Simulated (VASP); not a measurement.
# InP (F-43m) in VASP: notebook

InP is run at these levels: r2SCAN; tasks: single point.

Everything below comes from runs of VASP 6.6.1. Logs are shortened: lines on timing, memory, paths and dates and some standing lists are left out, and cuts for length are marked.

## 1. The cell of the first run

Symmetry: F-43m, No. 216, cubic system. The conventional cell has a = 5.048 Å, b = 5.048 Å, c = 5.048 Å, α = 90.00°, β = 90.00°, γ = 90.00°. In (site symmetry -43m) has 4 P at 2.19 Å within 2.9 Å. P (site symmetry -43m) has 4 In at 2.19 Å within 2.9 Å.

## 2. Single point, r2SCAN

File POSCAR:

```
InP
1.0
    0.0000000000      2.5241808742      2.5241808742
    2.5241808742      0.0000000000      2.5241808742
    2.5241808742      2.5241808742      0.0000000000
In P
1 1
Direct
    0.0000000000      0.0000000000      0.0000000000
    0.2500000000      0.2500000000      0.2500000000
```

File INCAR.step1:

```
SYSTEM = InP
PREC = Accurate
ENCUT = 520
ISMEAR = 0
SIGMA = 0.02
LREAL = .False.
LASPH = .True.
NELM = 100
NBANDS = 16
GGA = PE
ALGO = Normal
EDIFF = 1E-4
LWAVE = .True.
LCHARG = .False.
```

File INCAR.step2:

```
SYSTEM = InP
PREC = Accurate
ENCUT = 520
EDIFF = 1E-7
ISMEAR = 0
SIGMA = 0.02
LREAL = .False.
LASPH = .True.
NELM = 100
ALGO = Normal
ISIF = 2
LWAVE = .False.
LCHARG = .False.
METAGGA = R2SCAN
LMIXTAU = .True.
NBANDS = 16
ISTART = 1
```

File KPOINTS:

```
Automatic mesh
0
Gamma
  10 10 10
  0 0 0
```

Potentials or basis: VASP PAW PBE potentials, release 64 (In_d, P).

Command:

```sh
cat potpaw_PBE.64/In_d/POTCAR potpaw_PBE.64/P/POTCAR > POTCAR
cp INCAR.step1 INCAR
mpirun -np 1 vasp_std > vasp.out
cp INCAR.step2 INCAR
mpirun -np 1 vasp_std > vasp.out
```

OUTCAR:

```text
SYSTEM = InP
   PREC = Accurate
   ENCUT = 520
   EDIFF = 1E-7
   ISMEAR = 0
   LREAL = .False.
   LASPH = .True.
   NELM = 100
   ISIF = 2
   METAGGA = R2SCAN
   ISTART = 1

 ion  position               nearest neighbor table
   1  0.000  0.000  0.000-   2 2.19   2 2.19   2 2.19   2 2.19
   2  0.250  0.250  0.250-   1 2.19   1 2.19   1 2.19   1 2.19

  LATTYP: Found a face centered cubic cell.
 ALAT       =     5.0483617484

  Lattice vectors:

 A1 = (   0.0000000000,   2.5241808742,   2.5241808742)
 A2 = (   2.5241808742,   0.0000000000,   2.5241808742)
 A3 = (   2.5241808742,   2.5241808742,   0.0000000000)

Analysis of symmetry for initial positions (statically):
=====================================================================
 Subroutine PRICEL returns:
 Original cell was already a primitive cell.

 Routine SETGRP: Setting up the symmetry group for a
 face centered cubic supercell.

 Subroutine GETGRP returns: Found 24 space group operations
 (whereof 24 operations were pure point group operations)
 out of a pool of 48 trial point group operations.

The static configuration has the point symmetry T_d .

Analysis of symmetry for dynamics (positions and initial velocities):
=====================================================================
 Subroutine PRICEL returns:
 Original cell was already a primitive cell.

 Routine SETGRP: Setting up the symmetry group for a
 face centered cubic supercell.

 Subroutine GETGRP returns: Found 24 space group operations
 (whereof 24 operations were pure point group operations)
 out of a pool of 48 trial point group operations.

The dynamic configuration has the point symmetry T_d .

 Subroutine INISYM returns: Found 24 space group operations
 (whereof 24 operations are pure point group operations),
 and found     1 'primitive' translations

----------------------------------------------------------------------------------------

                                     Primitive cell

  volume of cell :      32.1656

  direct lattice vectors                    reciprocal lattice vectors
     0.000000000  2.524180874  2.524180874    -0.198084062  0.198084062  0.198084062
     2.524180874  0.000000000  2.524180874     0.198084062 -0.198084062  0.198084062
     2.524180874  2.524180874  0.000000000     0.198084062  0.198084062 -0.198084062

  length of vectors
     3.569730826  3.569730826  3.569730826     0.343091659  0.343091659  0.343091659

  position of ions in fractional coordinates (direct lattice)
     0.000000000  0.000000000  0.000000000
     0.250000000  0.250000000  0.250000000

  ion indices of the primitive-cell ions
   primitive index   ion index
                 1           1
                 2           2

----------------------------------------------------------------------------------------

 KPOINTS: Automatic mesh

Automatic generation of k-mesh.
 Grid dimensions read from file:
 generate k-points for:   10   10   10

 Generating k-lattice:

  Cartesian coordinates                     Fractional coordinates (reciprocal lattice)
    -0.019808406  0.019808406  0.019808406     0.100000000  0.000000000  0.000000000
     0.019808406 -0.019808406  0.019808406     0.000000000  0.100000000  0.000000000
     0.019808406  0.019808406 -0.019808406     0.000000000  0.000000000  0.100000000

  Length of vectors
     0.034309166  0.034309166  0.034309166

  Shift w.r.t. Gamma in fractional coordinates (k-lattice)
     0.000000000  0.000000000  0.000000000

 Subroutine IBZKPT returns following result:
 ===========================================

 Found     47 irreducible k-points:

 Following reciprocal coordinates:
            Coordinates               Weight
  0.000000  0.000000  0.000000      1.000000
  0.100000  0.000000  0.000000      8.000000
  0.200000  0.000000  0.000000      8.000000
  0.300000  0.000000  0.000000      8.000000
  0.400000  0.000000  0.000000      8.000000
  0.500000  0.000000  0.000000      4.000000
[... 16 lines left out ...]
  0.300000  0.300000  0.000000      6.000000
  0.400000  0.300000  0.000000     24.000000
 [... further k-points ...]
   k-points           NKPTS =     47   k-points in BZ     NKDIM =     47   number of bands    NBANDS=     16
   number of dos      NEDOS =    301   number of ions     NIONS =      2
   total plane-waves  NPLWV =  21952
   dimension x,y,z NGX =    28 NGY =   28 NGZ =   28
   dimension x,y,z NGXF=    56 NGYF=   56 NGZF=   56
   ions per type =               1   1
   NGX,Y,Z   is equivalent  to a cutoff of  13.04, 13.04, 13.04 a.u.
   NGXF,Y,Z  is equivalent  to a cutoff of  26.08, 26.08, 26.08 a.u.
 SYSTEM =  InP
   PREC   = accura    normal or accurate (medium, high low for compatibility)
   ISTART =      1    job   : 0-new  1-cont  2-samecut
   ICHARG =      0    charge: 1-file 2-atom 10-const
   ISPIN  =      1    spin polarized calculation?
   LNONCOLLINEAR =      F non collinear calculations
   LSORBIT =      F    spin-orbit coupling
   LASPH  =      T    aspherical Exc in radial PAW
   ENCUT  =  520.0 eV  38.22 Ry    6.18 a.u.   6.64  6.64  6.64*2*pi/ulx,y,z
   NELM   =    100;   NELMIN=  2; NELMDL=  0     # of ELM steps
   EDIFF  = 0.1E-06   stopping-criterion for ELM
   LREAL  =      F    real-space projection
   EDIFFG = 0.1E-05   stopping-criterion for IOM
   NSW    =      0    number of steps for IOM
   IBRION =     -1    ionic relax: 0-MD 1-quasi-New 2-CG
   NFREE  =      0    steps in history (QN), initial steepest desc. (CG)
   ISIF   =      2    stress and relaxation
   ISYM   =      2    0-nonsym 1-usesym 2-fastsym
   POTIM  = 0.5000    time-step for ionic-motion
   TEBEG  =    0.0;   TEEND  =   0.0 temperature during run
   PSTRESS=    0.0 pullay stress
   NELECT =      18.0000    total number of electrons
   NUPDOWN=      -1.0000    fix difference up-down
   EMIN   =  10.00;   EMAX   =-10.00  energy-range for DOS
   EFERMI =   0.00;   METHOD = LEGACY
   ISMEAR =     0;   SIGMA  =   0.02  broadening in eV -4-tet -1-fermi 0-gaus
   EFERMI_NEDOS =   21; number of points for ismear=-14 and -15
   IALGO  =     38    algorithm
   IMIX   =      4    mixing-type and parameters
     AMIX     =   0.40;   BMIX     =  1.00
     AMIX_MAG =   1.60;   BMIX_MAG =  1.00
  volume/ion in A,a.u.               =      16.08       108.53
  Fermi-wavevector in a.u.,A,eV,Ry     =   1.349072  2.549377 24.762546  1.819996
  Thomas-Fermi vector in A             =   2.476689
   LORBIT       =      0    0 simple, 1 ext, 2 COOP (PROOUT), +10 PAW based schemes
   METAGGA = R2SCAN    functional components
   LHFCALC =     F    Hartree Fock is set to
   AEXX    =    0.0000 exact exchange contribution
   IVDW    =     0    specifies the selected vdW correction
   LEPSILON=     F    determine dielectric tensor
   LRPA    =     F    only Hartree local field effects (RPA)
 non-spin polarized calculation
 Gauss-broadening in eV      SIGMA  =   0.02
  energy-cutoff  :      520.00
  volume of cell :       32.17
 maximum number of plane-waves:       893
   NGX = 13   NGY = 13   NGZ = 13

 number of electron      17.9999992 magnetization

 Free energy of the ion-electron system (eV)
  ---------------------------------------------------
  ext. energy  EPLUGINS =         0.00000000
  ---------------------------------------------------
  free energy    TOTEN  =       -28.73704736 eV

  energy without entropy =      -28.73704736  energy(sigma->0) =      -28.73704736

 E-fermi :  11.6850     XC(G=0): -12.2007

 val. band max:       11.5686467646   @ k =   0.0000   0.0000   0.0000
 cond. band min:      12.4717940594   @ k =   0.5000   0.5000   0.0000
 fundamental gap:      0.9031472949
 Fermi energy:        11.6850248414

 k-point     1 :       0.0000    0.0000    0.0000
  band No.  band energies     occupation
      1      -5.2431      2.00000
      2      -5.2431      2.00000
      3      -5.2431      2.00000
      4      -4.8120      2.00000
      5      -4.6480      2.00000
      6      -4.6480      2.00000
[... 8 lines left out ...]
     15      21.9218      0.00000
     16      23.1036      0.00000

 k-point     2 :       0.1000    0.0000    0.0000
  band No.  band energies     occupation
      1      -5.3841      2.00000
      2      -5.2230      2.00000
      3      -5.2230      2.00000
      4      -4.6489      2.00000
      5      -4.6489      2.00000
      6      -4.4987      2.00000
[... 8 lines left out ...]
     15      21.1573      0.00000
     16      23.1686      0.00000

 k-point     3 :       0.2000    0.0000    0.0000
  band No.  band energies     occupation
      1      -5.5577      2.00000
      2      -5.1747      2.00000
      3      -5.1747      2.00000
      4      -4.6459      2.00000
      5      -4.6459      2.00000
      6      -3.8060      2.00000
[... 8 lines left out ...]
     15      20.5609      0.00000
     16      22.5572      0.00000

 k-point     4 :       0.3000    0.0000    0.0000
  band No.  band energies     occupation
      1      -5.6908      2.00000
      2      -5.1266      2.00000
      3      -5.1266      2.00000
      4      -4.6278      2.00000
      5      -4.6278      2.00000
      6      -2.8143      2.00000
[... 8 lines left out ...]
     15      21.1186      0.00000
     16      22.5070      0.00000
[... 324 lines left out ...]
 k-point    22 :      -0.2000    0.2000    0.0000
  band No.  band energies     occupation
      1      -5.6969      2.00000
      2      -5.0936      2.00000
      3      -5.0866      2.00000
      4      -4.6791      2.00000
      5      -4.6297      2.00000
      6      -2.5039      2.00000
[... 8 lines left out ...]
     15      23.7558      0.00000
     16      25.2661      0.00000

 k-point    23 :       0.3000    0.3000    0.0000
  band No.  band energies     occupation
      1      -5.7790      2.00000
      2      -4.9631      2.00000
      3      -4.9631      2.00000
      4      -4.8527      2.00000
      5      -4.5438      2.00000
      6      -2.3187      2.00000
[... 8 lines left out ...]
     15      22.2169      0.00000
     16      27.5151      0.00000

 k-point    24 :       0.4000    0.3000    0.0000
  band No.  band energies     occupation
      1      -5.8257      2.00000
      2      -4.9387      2.00000
      3      -4.9085      2.00000
      4      -4.8603      2.00000
      5      -4.5273      2.00000
      6      -1.4549      2.00000
[... 8 lines left out ...]
     15      23.3803      0.00000
     16      27.3688      0.00000

 [... further k-points ...]
[... 5 lines left out ...]
  --------------------------------------------------------------------------------------
  -------------------------------------------------------------------------------------
  Total       17.9349368     17.9349368     17.9349368      0.0000000      0.0000000      0.0000000
  in kB      893.3446103    893.3446103    893.3446103      0.0000000      0.0000000      0.0000000
  external PRESSURE =     893.3446103 kB  Pullay stress =       0.0000000 kB

 VOLUME and BASIS-vectors are now :
 -----------------------------------------------------------------------------
  energy-cutoff  :      520.00
  volume of cell :       32.17
      direct lattice vectors                 reciprocal lattice vectors
     0.000000000  2.524180874  2.524180874    -0.198084062  0.198084062  0.198084062
     2.524180874  0.000000000  2.524180874     0.198084062 -0.198084062  0.198084062
     2.524180874  2.524180874  0.000000000     0.198084062  0.198084062 -0.198084062

 POSITION                                       TOTAL-FORCE (eV/Angst)
 -----------------------------------------------------------------------------------
      0.00000      0.00000      0.00000         0.000000      0.000000     -0.000000
      1.26209      1.26209      1.26209        -0.000000     -0.000000      0.000000
 -----------------------------------------------------------------------------------
    total drift:                               -0.000001     -0.000001     -0.000001

  FREE ENERGIE OF THE ION-ELECTRON SYSTEM (eV)
  ---------------------------------------------------
  free  energy   TOTEN  =       -28.7370473647 eV

  energy  without entropy=      -28.7370473647  energy(sigma->0) =      -28.73704736
```

Run time: 54 s. Hardware: 1 thread of Intel Xeon 6975P-C (Granite Rapids), shared host; peak memory 0.18 GiB.

Results:

```
Free energy            : -28.7370 eV
Pressure               : 89.3 GPa
Band gap on the k mesh : 0.90 eV (least direct gap 3.30 eV)
```

Caveat: the cell stands under pressure; the PAW data sets were made with another functional, which shifts forces and pressure a little; spin-orbit coupling is left out, which moves the levels of the heavy elements.

(Part 1 of 2 ends here.)
